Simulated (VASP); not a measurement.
# Al: relaxation of cell and atoms with PBEsol

Al:

```
CELL_PARAMETERS angstrom
2.59482 0.00000 0.00000
0.00000 2.59482 0.00000
0.00000 0.00000 2.59482
ATOMIC_POSITIONS crystal
Al 0.00000 0.00000 0.00000
```

```
Program                : VASP 6.6.1
Task                   : relaxation of cell and atoms
Functional             : PBEsol
Potentials or basis    : VASP PAW PBE potentials, release 64 (Al)
Cutoff                 : 600 eV
k mesh                 : 16 × 16 × 16
Occupations            : fermi-dirac, width 0.01 eV
Spin                   : no spin polarisation
Dipole correction      : no
Further INCAR settings : ALGO = Normal; EDIFF = 1e-06; IBRION = 2; EDIFFG = -0.05; NSW = 60; ISIF = 3
```

- Relaxed volume: 19.72 Å³/atom
- Relaxed cell: a = 2.702 Å, b = 2.702 Å, c = 2.702 Å, α = 90.00°, β = 90.00°, γ = 90.00°
- Space group after relaxing (to 0.05 Å): Pm-3m (No. 221)
- Energy gained by relaxing: 61.1 meV/atom
- Ionic steps: 3
- Pressure after relaxing: 0.0 GPa

Step by step:
```csv
step,energy change (eV),largest force (eV/Å),pressure (GPa),volume (Å³)
1,0.0000,0.0000,9.62,17.47
2,-0.0586,0.0000,-1.49,20.26
3,-0.0611,0.0000,0.05,19.72
```

Final structure:
```
Al
1.0
     2.70189    0.00000    0.00000
     0.00000    2.70189    0.00000
     0.00000    0.00000    2.70189
Al
1
Direct
  0.00000 0.00000 0.00000
```

Levels at points of the mesh, in eV from the Fermi level:
| k point | band 1 | band 2 | band 3 | band 4 | band 5 |
| --- | --- | --- | --- | --- | --- |
| (0.00, 0.00, 0.00) | -9.68 | 8.03 | 8.03 | 9.27 | 9.27 |
| (0.50, 0.00, 0.00) | -5.23 | -4.19 | 10.64 | 12.88 | 12.88 |
| (0.50, 0.50, 0.00) | -0.56 | -0.56 | -0.20 | 2.11 | 16.54 |
| (0.50, 0.50, 0.50) | 2.94 | 2.94 | 2.94 | 5.57 | 5.57 |

Wall time 10 s on 1 thread of Intel(R) Xeon(R) Platinum 8488C (Sapphire Rapids), on a shared host, peak memory 0.14 GiB.

Caveat: the PAW data sets were made with another functional, which shifts forces and pressure a little.
